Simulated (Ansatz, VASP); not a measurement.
## S in VASP and in Ansatz

File INCAR:

```
PREC     = Accurate       # precision mode
ENCUT    = 520            # plane-wave cutoff, eV
EDIFF    = 1E-7           # SCF threshold, eV
ISMEAR   = 0              # smearing method
SIGMA    = 0.1            # smearing width, eV
LREAL    = False          # projectors in reciprocal space
LASPH    = True           # aspherical terms in the spheres
NELM     = 80             # most SCF steps
ALGO     = Normal         # electronic algorithm
ISIF     = 2              # what is computed and relaxed
LWAVE    = False          # write WAVECAR
LCHARG   = False          # write CHGCAR
GGA      = PE             # functional
NBANDS   = 9              # bands
```

Contents of KPOINTS:

```
Automatic mesh
0
Gamma
  16 16 16
```

File POSCAR:

```
S
1.0
   -0.0011966102      1.9750849197      2.0050001748
    2.0038035646      0.0000000000      2.0038035646
    1.9953475192      1.9654322640      0.0084560455
S
1
Direct
    0.0000000000      0.0000000000      0.0000000000
```

Input for Ansatz:

```yaml
crystal:
  lattice:
    - [-0.0011966102, 1.9750849197, 2.0050001748]
    - [2.0038035646, 0.0, 2.0038035646]
    - [1.9953475192, 1.965432264, 0.0084560455]
  atoms:
    - { symbol: S, position: [0.0, 0.0, 0.0] }
basis:
  ecutwfc: 420
kpoints:
  mp_grid: { grid: [16, 16, 16] }
hamiltonian:
  xc: pbe
scf:
  occupations: { method: gaussian, width: 0.1 }
output:
  forces: true
  stress: true
  eigenvalues: true
```

Alike in both runs: task single point; functional PBE; k mesh 16 × 16 × 16; occupations gaussian, width 0.1 eV; no spin polarisation.

```csv
,VASP,Ansatz
version,VASP 6.6.1,Ansatz 0.2.0
potentials or method,"VASP PAW PBE potentials, release 64 (S), cutoff 520 eV","scalar-relativistic, plane waves, PAW"
valence electrons in the cell,6,6
```

```tsv
	VASP	Ansatz	Ansatz less VASP
gap on the k mesh at the Fermi level (eV)	none	none	-
pressure (GPa)	0.3	0.5	+0.15
traceless stress, the component that is largest in VASP (GPa)	-0.36	-0.37	-0.005
```

A gap of «none» marks a metal or a gap that the smearing closes. With one functional, cell and mesh, what is left measures potentials, basis and numerics.
